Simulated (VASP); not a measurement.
# MgCdSe2 (R-3m) in VASP: further runs, part 2 of 2

VASP 6.6.1. The steps go on from the part before.

## Step 3: Relaxation of cell and atoms, PBE

This run uses another cell than the first one, of 20.52 Å³/atom.

Contents of INCAR:

```
PREC = Accurate
ENCUT = 600
EDIFF = 1E-6
ISMEAR = 0
SIGMA = 0.1
LREAL = False
LASPH = True
NELM = 80
ALGO = Normal
ISIF = 3
LWAVE = False
LCHARG = False
GGA = PE
IBRION = 2
NSW = 100
EDIFFG = -0.05
```

Contents of KPOINTS:

```
regular mesh
0
Gamma
  6 6 6
```

Contents of POSCAR:

```
MgCdSe2
1.0
    1.9360296786      1.1177672561      6.3230464525
   -1.9360296786      1.1177672561      6.3230464525
    0.0000000000     -2.2355345121      6.3230464525
Mg Cd Se
1 1 2
Direct
    0.5000000000      0.5000000000      0.5000000000
    0.0000000000      0.0000000000      0.0000000000
    0.2500000000      0.2500000000      0.2500000000
    0.7500000000      0.7500000000      0.7500000000
```

Potentials or basis: VASP PAW PBE potentials, release 64 (Mg, Cd, Se).

On the command line:

```console
$ cat potpaw_PBE.64/Mg/POTCAR potpaw_PBE.64/Cd/POTCAR potpaw_PBE.64/Se/POTCAR > POTCAR
$ mpirun -np 1 vasp_std > vasp.out
```

OUTCAR:

```text
PREC = Accurate
   ENCUT = 600
   EDIFF = 1E-6
   ISMEAR = 0
   LREAL = False
   LASPH = True
   NELM = 80
   ISIF = 3
   GGA = PE
   IBRION = 2
   NSW = 100
   EDIFFG = -0.05

 ion  position               nearest neighbor table
   1  0.500  0.500  0.500-   3 2.74   4 2.74   3 2.74   3 2.74   4 2.74   4 2.74
   2  0.000  0.000  0.000-   4 2.74   3 2.74   4 2.74   4 2.74   3 2.74   3 2.74
   3  0.250  0.250  0.250-   2 2.74   1 2.74   2 2.74   2 2.74   1 2.74   1 2.74
   4  0.750  0.750  0.750-   1 2.74   2 2.74   1 2.74   1 2.74   2 2.74   2 2.74

  LATTYP: Found a trigonal (rhomboedric) cell.
 ALAT       =     6.7066035365
 COS(alpha) =     0.8333333333

  Lattice vectors:

 A1 = (   1.9360296786,   1.1177672561,   6.3230464525)
 A2 = (  -1.9360296786,   1.1177672561,   6.3230464525)
 A3 = (   0.0000000000,  -2.2355345121,   6.3230464525)

Analysis of symmetry for initial positions (statically):
=====================================================================
 Subroutine PRICEL returns:
 Original cell was already a primitive cell.

 Routine SETGRP: Setting up the symmetry group for a
 trigonal (rhombohedral) supercell.

 Subroutine GETGRP returns: Found 12 space group operations
 (whereof 12 operations were pure point group operations)
 out of a pool of 12 trial point group operations.

The static configuration has the point symmetry D_3d.

Analysis of symmetry for dynamics (positions and initial velocities):
=====================================================================
 Subroutine PRICEL returns:
 Original cell was already a primitive cell.

 Routine SETGRP: Setting up the symmetry group for a
 trigonal (rhombohedral) supercell.

 Subroutine GETGRP returns: Found 12 space group operations
 (whereof 12 operations were pure point group operations)
 out of a pool of 12 trial point group operations.

The dynamic configuration has the point symmetry D_3d.

 Subroutine INISYM returns: Found 12 space group operations
 (whereof 12 operations are pure point group operations),
 and found     1 'primitive' translations

----------------------------------------------------------------------------------------

                                     Primitive cell

[... 100 lines left out ...]
   ISIF   =      3    stress and relaxation
   ISYM   =      2    0-nonsym 1-usesym 2-fastsym
   POTIM  = 0.5000    time-step for ionic-motion
   TEBEG  =    0.0;   TEEND  =   0.0 temperature during run
   PSTRESS=    0.0 pullay stress
   NELECT =      26.0000    total number of electrons
   NUPDOWN=      -1.0000    fix difference up-down
   EMIN   =  10.00;   EMAX   =-10.00  energy-range for DOS
   EFERMI =   0.00;   METHOD = LEGACY
   ISMEAR =     0;   SIGMA  =   0.10  broadening in eV -4-tet -1-fermi 0-gaus
   EFERMI_NEDOS =   21; number of points for ismear=-14 and -15
   IALGO  =     38    algorithm
   IMIX   =      4    mixing-type and parameters
     AMIX     =   0.40;   BMIX     =  1.00
     AMIX_MAG =   1.60;   BMIX_MAG =  1.00
  volume/ion in A,a.u.               =      20.52       138.51
  Fermi-wavevector in a.u.,A,eV,Ry     =   1.115884  2.108714 16.941927  1.245196
  Thomas-Fermi vector in A             =   2.252493
   LORBIT       =      0    0 simple, 1 ext, 2 COOP (PROOUT), +10 PAW based schemes
   GGA     = PE    functional components
   LHFCALC =     F    Hartree Fock is set to
   AEXX    =    0.0000 exact exchange contribution
   IVDW    =     0    specifies the selected vdW correction
   LEPSILON=     F    determine dielectric tensor
   LRPA    =     F    only Hartree local field effects (RPA)
 conjugate gradient relaxation of ions
 non-spin polarized calculation
 Gauss-broadening in eV      SIGMA  =   0.10
  energy-cutoff  :      600.00
  volume of cell :       82.10
 maximum number of plane-waves:      2767
 NGX is ok and might be reduce to    54
   NGX = 27   NGY = 27   NGZ = 27

--------------------------------------- Ionic step        1  -------------------------------------------

 number of electron      26.0000002 magnetization

 Free energy of the ion-electron system (eV)
  ---------------------------------------------------
  ext. energy  EPLUGINS =         0.00000000
  ---------------------------------------------------
  free energy    TOTEN  =       -12.41745994 eV

  energy without entropy =      -12.41745991  energy(sigma->0) =      -12.41745993

 E-fermi :   3.6855     XC(G=0): -10.0731

 val. band max:        3.3554142042   @ k =   0.5000   0.5000   0.5000
 cond. band min:       4.0149629616   @ k =   0.5000   0.5000   0.0000
 fundamental gap:      0.6595487574
 Fermi energy:         3.6855382396

 k-point     1 :       0.0000    0.0000    0.0000
  band No.  band energies     occupation
      1      -9.9865      2.00000
      2      -8.7934      2.00000
      3      -4.8210      2.00000
      4      -4.8210      2.00000
      5      -4.7754      2.00000
      6      -4.5251      2.00000
[... 622 lines left out ...]
--------------------------------------- Ionic step        5  -------------------------------------------

 number of electron      25.9999998 magnetization

 Free energy of the ion-electron system (eV)
  ---------------------------------------------------
  ext. energy  EPLUGINS =         0.00000000
  ---------------------------------------------------
  free energy    TOTEN  =       -12.61186105 eV

  energy without entropy =      -12.61186022  energy(sigma->0) =      -12.61186063

 E-fermi :   2.8669     XC(G=0):  -9.7062

 val. band max:        2.5776554585   @ k =  -0.1667   0.1667   0.0000
 cond. band min:       3.1421194047   @ k =   0.5000   0.5000   0.0000
 fundamental gap:      0.5644639462
 Fermi energy:         2.8668917250

 k-point     1 :       0.0000    0.0000    0.0000
  band No.  band energies     occupation
      1     -10.2155      2.00000
      2      -9.2203      2.00000
      3      -5.3454      2.00000
      4      -5.3454      2.00000
      5      -5.3040      2.00000
      6      -5.1532      2.00000
[... 502 lines left out ...]
  FREE ENERGIE OF THE ION-ELECTRON SYSTEM (eV)
  ---------------------------------------------------
  free  energy   TOTEN  =       -12.6118610481 eV

  energy  without entropy=      -12.6118602192  energy(sigma->0) =      -12.61186063

 reached required accuracy - stopping structural energy minimisation
```

CONTCAR:

```text
MgCdSe2
   1.00000000000000
     1.9920547987145347    1.1501133742785703    6.4889090212041962
    -1.9920547987145347    1.1501133742785703    6.4889090212041962
    -0.0000000000000000   -2.3002267484516747    6.4889090212037424
  Mg              Cd              Se
     1     1     2
Direct
     0.5000000000000000    0.5000000000000000    0.5000000000000000
     0.0000000000000000    0.0000000000000000    0.0000000000000000
     0.2462370591280468    0.2462370591280468    0.2462370591280476
     0.7537629408719532    0.7537629408719532    0.7537629408719524

  0.00000000E+00  0.00000000E+00  0.00000000E+00
  0.00000000E+00  0.00000000E+00  0.00000000E+00
  0.00000000E+00  0.00000000E+00  0.00000000E+00
  0.00000000E+00  0.00000000E+00  0.00000000E+00
```

Wall time 5.4 min (1 thread of AMD EPYC 9R45 (Zen 5), shared host); peak memory 0.44 GiB.

What came out:

| Item | Value |
| --- | --- |
| Free energy | -12.6119 eV |
| Relaxed volume | 22.30 Å³/atom |
| Relaxed cell | a = 6.885 Å, b = 6.885 Å, c = 6.885 Å, α = 33.64°, β = 33.64°, γ = 33.64° |
| Space group after relaxing (to 0.1 Å) | R-3m (No. 166) |
| Energy gained by relaxing | 48.6 meV/atom |
| Ionic steps | 5 |
| Pressure after relaxing | 0.2 GPa |
| Largest force after relaxing | 0.006 eV/Å |
| Band gap on the k mesh | 0.56 eV (least direct gap 0.77 eV) |

Forces in eV/Å, atoms in the order of the input:
```
Mg   0.000  0.000  0.000
Cd   0.000  0.000  0.000
Se   0.000  0.000 -0.006
Se   0.000  0.000  0.006
```

The path:
```
step  energy change (eV)  largest force (eV/Å)  pressure (GPa)  volume (Å³)
   1              0.0000                0.7694            6.87        82.10
   2             -0.1625                0.2127           -2.08        93.00
   3             -0.1793                0.3192           -0.34        90.17
   4             -0.1880                0.2119           -0.17        89.83
   5             -0.1944                0.0055            0.15        89.20
```

Final structure:
```
Mg Cd Se
1.0
     1.99205    1.15011    6.48891
    -1.99205    1.15011    6.48891
     0.00000   -2.30023    6.48891
Mg Cd Se
1 1 2
Direct
  0.50000 0.50000 0.50000
  0.00000 0.00000 0.00000
  0.24624 0.24624 0.24624
  0.75376 0.75376 0.75376
```

Caveat: semilocal functionals underestimate gaps, and a narrow one can read as zero. A k mesh can miss the band edges.

## Step 4: Single point, PBE

This run uses another cell than the first one, of 22.33 Å³/atom.

Contents of INCAR:

```
SYSTEM = MgCdSe2
PREC = Accurate ; ENCUT = 520
EDIFF = 1E-6 ; ISMEAR = 0
SIGMA = 0.02 ; LREAL = .FALSE.
LASPH = .TRUE. ; NELM = 80
ALGO = Normal ; ISIF = 2
LWAVE = .FALSE. ; LCHARG = .FALSE.
GGA = PE ; NBANDS = 21
```

Contents of KPOINTS:

```
regular mesh
0
G
  12 12 12
  0 0 0
```

Contents of POSCAR:

```
MgCdSe2
1.0
    1.9916188137      1.1498616583      6.4992429807
   -1.9916188137      1.1498616583      6.4992429807
    0.0000000000     -2.2997233165      6.4992429807
Mg Cd Se
1 1 2
Direct
    0.5000000000      0.5000000000      0.5000000000
    0.0000000000      0.0000000000      0.0000000000
    0.2465280611      0.2465280611      0.2465280611
    0.7534719389      0.7534719389      0.7534719389
```

On the command line:

```console
$ cat potpaw_PBE.64/Mg/POTCAR potpaw_PBE.64/Cd/POTCAR potpaw_PBE.64/Se/POTCAR > POTCAR
$ mpirun -np 1 vasp_std > vasp.out
```

It took 11 min on 1 thread of AMD EPYC 9R45 (Zen 5), shared host; peak memory 0.66 GiB.

It converged, with:

- Free energy: -12.6205 eV
- Pressure: 0.1 GPa
- Largest force: 0.042 eV/Å
- Band gap on the k mesh: 0.57 eV (least direct gap 0.78 eV)

Forces in eV/Å, atoms in the order of the input:
```
Mg   0.000  0.000  0.000
Cd   0.000  0.000  0.000
Se   0.000  0.000 -0.042
Se   0.000  0.000  0.042
```

Levels at points of the mesh, in eV from the valence-band top:
```csv
k point,band 9,band 10,band 11,band 12,band 13,band 14,band 15,band 16,band 17,band 18
"(0.00, 0.00, 0.00)",-0.30,-0.30,-0.28,-0.27,-0.27,1.17,3.43,5.67,5.67,6.90
"(0.50, 0.00, 0.00)",-4.06,-2.26,-1.90,-1.29,-1.04,2.36,3.11,5.87,6.36,7.27
"(0.50, 0.50, 0.00)",-4.04,-1.85,-1.83,-0.25,-0.20,0.57,3.40,4.75,5.67,5.67
"(0.50, 0.50, 0.50)",-3.05,-0.59,-0.59,-0.01,-0.01,3.37,3.46,6.42,6.64,6.64
```

Caveat: semilocal functionals underestimate gaps, and a narrow one can read as zero. A k mesh can miss the band edges.

## Step 5: Overview

```csv
task,cell,k mesh,cutoff (eV),smearing,gap on the mesh (eV),pressure (GPa),largest force (eV/Å)
single point,"a = 6.887 Å, angles 33.6°, 4 atoms, atomic positions A",6 × 6 × 6,520,gaussian 0.1 eV,0.58,0.3,0.06
relaxation of cell and atoms,"relaxed from a = 6.707 Å, angles 33.6°, 4 atoms, atomic positions B",6 × 6 × 6,600,gaussian 0.1 eV,0.56,0.2,0.01
single point,"a = 6.894 Å, angles 33.6°, 4 atoms, atomic positions C",12 × 12 × 12,520,gaussian 0.02 eV,0.57,0.1,0.04
```

Alike in all rows: level PBE; potentials or basis VASP PAW PBE potentials, release 64 (Mg, Cd, Se); no spin polarisation.

Caveats: semilocal functionals underestimate gaps, and a narrow one can read as zero.

Absolute energies hang on the potentials; compare differences alone.
